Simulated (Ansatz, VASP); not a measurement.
# B5As2: VASP beside Ansatz

Contents of INCAR:

```
SYSTEM = B5As2
PREC     = Accurate       ! precision mode
ENCUT    = 500            ! plane-wave cutoff, eV
EDIFF    = 1E-7           ! SCF threshold, eV
ISMEAR   = 0              ! smearing method
SIGMA    = 0.2            ! smearing width, eV
LREAL    = .False.        ! projectors in reciprocal space
LASPH    = .True.         ! aspherical terms in the spheres
NELM     = 120            ! most SCF steps
ALGO     = Normal         ! electronic algorithm
ISIF     = 3              ! what is computed and relaxed
LWAVE    = .False.        ! write WAVECAR
LCHARG   = .False.        ! write CHGCAR
GGA      = PE             ! functional
IBRION   = 2              ! ionic algorithm
NSW      = 36             ! ionic steps
EDIFFG   = -0.08          ! ionic threshold
GGA_COMPAT= .False.      
NELMIN   = 4
```

The input KPOINTS:

```
regular mesh
0
Gamma
  5 5 3
  0 0 0
```

The input POSCAR:

```
B5As2
1.0
    4.0591232900      0.0000000000      0.0000000000
   -2.0295616400      3.5153038800      0.0000000000
    0.0000000000      0.0000000000      6.5205298400
B As
5 2
Direct
    0.4909635400      0.0000000000      0.0000000000
    0.0000000000      0.4909635400      0.0000000000
    0.5090364600      0.5090364600      0.0000000000
    0.0000000000      0.0000000000      0.8151454600
    0.0000000000      0.0000000000      0.1848545400
    0.0000000000      0.0000000000      0.5000000000
    0.0000000000      0.0000000000      0.0000000000
```

Input for Ansatz:

```yaml
crystal:
  lattice:
    - [4.05912329, 0.0, 0.0]
    - [-2.02956164, 3.51530388, 0.0]
    - [0.0, 0.0, 6.52052984]
  atoms:
    - { symbol: B, position: [0.49096354, 0.0, 0.0] }
    - { symbol: B, position: [0.0, 0.49096354, 0.0] }
    - { symbol: B, position: [0.50903646, 0.50903646, 0.0] }
    - { symbol: B, position: [0.0, 0.0, 0.81514546] }
    - { symbol: B, position: [0.0, 0.0, 0.18485454] }
    - { symbol: As, position: [0.0, 0.0, 0.5] }
    - { symbol: As, position: [0.0, 0.0, 0.0] }
basis:
  ecutwfc: 420
kpoints:
  mp_grid: { grid: [5, 5, 3] }
hamiltonian:
  xc: pbe
scf:
  occupations: { method: gaussian, width: 0.2 }
  lower_state_search: "off"
output:
  forces: true
  stress: true
  eigenvalues: true
relax:
  adjacent_minimum: "off"
  f_tol: 0.08
  max_steps: 16
  cell: { stress_tol: 0.8 }
```

Alike in both runs: task relaxation of cell and atoms; functional PBE; k mesh 5 × 5 × 3; occupations gaussian, width 0.2 eV; no spin polarisation.

```csv
,VASP,Ansatz
version,VASP 6.6.1,Ansatz 0.2.0
potentials or method,"VASP PAW PBE potentials, release 64 (B, As), cutoff 500 eV","scalar-relativistic, plane waves, PAW"
valence electrons in the cell,25,45
```

```csv
,VASP,Ansatz,Ansatz less VASP
"gap on the k mesh at the Fermi level, each at its own relaxed structure (eV)",none,none,-
relaxed volume (Å³/atom),17.25,17.13,-0.116
relaxed length of the cell vector where the two differ most in proportion (Å),7.858,7.831,-0.0277
```

A gap of «none» marks a metal or a gap that the smearing closes. VASP's potentials hold 25 valence electrons a cell and Ansatz's 45, so a difference there can come from the potentials and not from the codes.

Noted on VASP's run: the volume moved by over 15 % at a fixed basis, so the end points are rough.
